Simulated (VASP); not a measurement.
SiGe3:

```
CELL_PARAMETERS angstrom
3.96991 0.00000 0.00000
0.00000 3.96991 0.00000
0.00000 0.00000 5.59395
ATOMIC_POSITIONS crystal
Si 0.00000 0.00000 0.00000
Ge 0.00000 0.50000 0.24429
Ge 0.50000 0.50000 0.50000
Ge 0.50000 0.00000 0.75571
```

Base run:

| Quantity | Value |
| --- | --- |
| Program | VASP 6.6.1 |
| Functional | PBE |
| Potentials or basis | VASP PAW PBE potentials, release 64 (Si, Ge_d) |
| Cutoff | 520 eV |
| k mesh | 6 × 6 × 4 |
| Occupations | gaussian, width 0.01 eV |
| Spin | no spin polarisation |

Its results: band gap on the k mesh 0.29 eV, indirect (least direct gap 0.67 eV); pressure 2.6 GPa; largest force 0.072 eV/Å.

Q: The run is repeated on the same cell with these changes: functional from PBE to r2SCAN; further incar settings from ALGO = Normal; EDIFF = 1e-07; NBANDS = 31 to ALGO = Normal; EDIFF = 1e-06; NBANDS = 31. What comes out?

A: Band gap on the k mesh 0.55 eV, indirect (least direct gap 0.90 eV); pressure 0.0 GPa; largest force 0.012 eV/Å.

Caveats: the PAW data sets were made with another functional, which shifts forces and pressure a little (some runs).

A k mesh can miss the band edges.
